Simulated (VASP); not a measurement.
**Be: relaxation of shape and atoms at fixed volume with LDA**

Be:

```
Be
1.0
     2.24829    0.00000    0.00000
    -1.12415    1.94708    0.00000
     0.00000    0.00000    3.55115
Be
2
Direct
  0.33333 0.66667 0.25000
  0.66667 0.33333 0.75000
```

This cell differs from its parent crystal: volume scaled by 1.03.

- Program: VASP 6.6.1
- Task: relaxation of shape and atoms at fixed volume
- Functional: LDA
- Potentials or basis: VASP PAW LDA potentials, release 64 (Be)
- Cutoff: 600 eV
- k mesh: 21 × 21 × 12
- Occupations: gaussian, width 0.1 eV
- Spin: no spin polarisation
- Dipole correction: no
- Further INCAR settings: ALGO = Normal; EDIFF = 1e-06; IBRION = 2; EDIFFG = -0.01; NSW = 50; ISIF = 4

The energy gained by relaxing is 0.0 meV/atom. The ionic steps are 2 and the pressure after relaxing is -3.3 GPa. The band gap on the k mesh is zero (band 2 reaches 7.88 eV, above the bottom of band 3 at 5.80 eV).

Stress tensor (GPa, compression positive):
```
-3.24  0.00  0.00
 0.00 -3.24  0.00
 0.00  0.00 -3.32
```

Final structure:
```
CELL_PARAMETERS angstrom
2.24912 0.00000 0.00000
-1.12456 1.94780 0.00000
0.00000 0.00000 3.54853
ATOMIC_POSITIONS crystal
Be 0.33333 0.66667 0.25000
Be 0.66667 0.33333 0.75000
```

Levels at points of the mesh, in eV from the Fermi level:
| k point | band 1 | band 2 | band 3 | band 4 | band 5 | band 6 |
| --- | --- | --- | --- | --- | --- | --- |
| (0.00, 0.00, 0.00) | -11.33 | -4.56 | 1.21 | 15.95 | 15.95 | 18.80 |
| (0.00, 0.00, 0.50) | -9.20 | -9.20 | 10.71 | 10.71 | 17.58 | 17.58 |

Run time: 11 s on 1 thread of Intel(R) Xeon(R) 6975P-C (Granite Rapids), with other jobs on the host, peak memory 0.14 GiB.
